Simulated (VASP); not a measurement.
A run of VASP 6.6.1:

INCAR

```
PREC = Accurate ; ENCUT = 520
EDIFF = 1E-6 ; ISMEAR = 0
SIGMA = 0.01 ; LREAL = F
LASPH = T ; NELM = 80
ALGO = Normal ; ISIF = 2
LWAVE = F ; LCHARG = F
GGA = PS ; NBANDS = 21
```

File KPOINTS:

```
Automatic mesh
0
Gamma
  8 8 8
```

POSCAR

```
PbF2
1.0
    2.9037602326      2.9037602326      0.0000000000
   -2.9037602326      2.9037602326      0.0000000000
    0.0000000000      2.9037602326      2.9037602326
Pb F
1 2
Direct
    0.0000000000      0.0000000000      0.0000000000
    0.2500000000      0.7500000000      0.5000000000
    0.7500000000      0.2500000000      0.5000000000
```

Potentials or basis: VASP PAW PBE potentials, release 64 (Pb_d, F).

The run is started by

```console
$ cat potpaw_PBE.64/Pb_d/POTCAR potpaw_PBE.64/F/POTCAR > POTCAR
$ mpirun -np 1 vasp_std > vasp.out
```

Hardware: 1 thread of Intel Xeon 8259CL, with other jobs on the host.

Question: Estimate the wall time of this run.

Answer: It took 41 s on 1 thread of Intel Xeon 8259CL (shared host), peak memory 0.18 GiB. Counts: scf iterations 13, k points 29.
